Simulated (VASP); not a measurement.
Here is a VASP 6.6.1 calculation.

Contents of INCAR:

```
PREC = Accurate ; ENCUT = 600
EDIFF = 1E-7 ; ISMEAR = -1
SIGMA = 0.05 ; LREAL = False
LASPH = True ; NELM = 60
ALGO = Normal ; ISIF = 3
LWAVE = False ; LCHARG = False
GGA = PS ; IBRION = 2
NSW = 60 ; EDIFFG = -0.01
```

Contents of KPOINTS:

```
regular mesh
0
Gamma
  12 12 12
```

Contents of POSCAR:

```
Zn
1.0
    0.0000000000      1.9647760000      1.9647760000
    1.9647760000      0.0000000000      1.9647760000
    1.9647760000      1.9647760000      0.0000000000
Zn
1
Direct
    0.0000000000      0.0000000000      0.0000000000
```

Potentials or basis: VASP PAW PBE potentials, release 64 (Zn).

Command:

```sh
$ cat potpaw_PBE.64/Zn/POTCAR > POTCAR
$ mpirun -np 1 vasp_std > vasp.out
```

(1) Predict the space group after relaxing (to 0.05 Å).

(2) Estimate the relaxed cell.

(3) What does it give for the band gap on the k mesh?

(4) Estimate the relaxed volume.

Results:

(1) Fm-3m (No. 225).

(2) a = 2.716 Å, b = 2.716 Å, c = 2.716 Å, α = 60.00°, β = 60.00°, γ = 60.00°.

(3) zero (band 6 reaches 5.69 eV, above the bottom of band 7 at 2.14 eV).

(4) 14.17 Å³/atom.

Caveat: the PAW data sets were made with another functional, which shifts forces and pressure a little.
